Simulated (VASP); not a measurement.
The system is In.

```xyz
1
Lattice="-1.6469 1.6469 2.5063 1.6469 -1.6469 2.5063 1.6469 1.6469 -2.5063" Properties=species:S:1:pos:R:3 pbc="T T T"
In    0.0000    0.0000    0.0000
```

This cell differs from its parent crystal: volume scaled by 1.04.

Base run:

- Program: VASP 6.6.1
- Functional: PBEsol
- Potentials or basis: VASP PAW PBE potentials, release 64 (In_d)
- Cutoff: 520 eV
- k mesh: 11 × 11 × 11
- Occupations: fermi-dirac, width 0.05 eV
- Spin: no spin polarisation

Its results: pressure -2.3 GPa.

Question: The run is repeated on the same cell with these changes: functional from PBEsol to PBE; further incar settings from ALGO = Fast; EDIFF = 1e-07; NBANDS = 12 to ALGO = Normal; EDIFF = 1e-06; NBANDS = 12. What comes out?

Answer: Pressure 0.4 GPa.

Caveats: the PAW data sets were made with another functional, which shifts forces and pressure a little (some runs).
